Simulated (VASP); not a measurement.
A run of VASP 6.6.1:

The input INCAR:

```
  ALGO = Normal
  EDIFF = 1E-7
  ENCUT = 520
  GGA = PS
  ISIF = 2
  ISMEAR = 0
  LASPH = True
  LCHARG = False
  LREAL = False
  LWAVE = False
  NBANDS = 21
  NELM = 100
  PREC = Accurate
  SIGMA = 0.1
```

Contents of KPOINTS:

```
k-points
0
Gamma
  6 6 6
```

The input POSCAR:

```
Sn
1.0
    0.0000000000      2.9892144399      2.9892144399
    2.9892144399      0.0000000000      2.9892144399
    2.9892144399      2.9892144399      0.0000000000
Sn
2
Direct
    0.5000000000      0.5000000000      0.5000000000
    0.7500000000      0.7500000000      0.7500000000
```

Potentials or basis: VASP PAW PBE potentials, release 64 (Sn_d).

Launch:

```bash
$ cat potpaw_PBE.64/Sn_d/POTCAR > POTCAR
$ mpirun -np 1 vasp_std > vasp.out
```

Hardware: 1 thread of Intel(R) Xeon(R) Platinum 8488C (Sapphire Rapids), with other jobs on the host.

Problem. How long does it take, and how much memory?

Solution. Run time: 18 s on 1 thread of Intel(R) Xeon(R) Platinum 8488C (Sapphire Rapids), on a shared host, peak memory 0.17 GiB. Counts: scf iterations 12, k points 16.
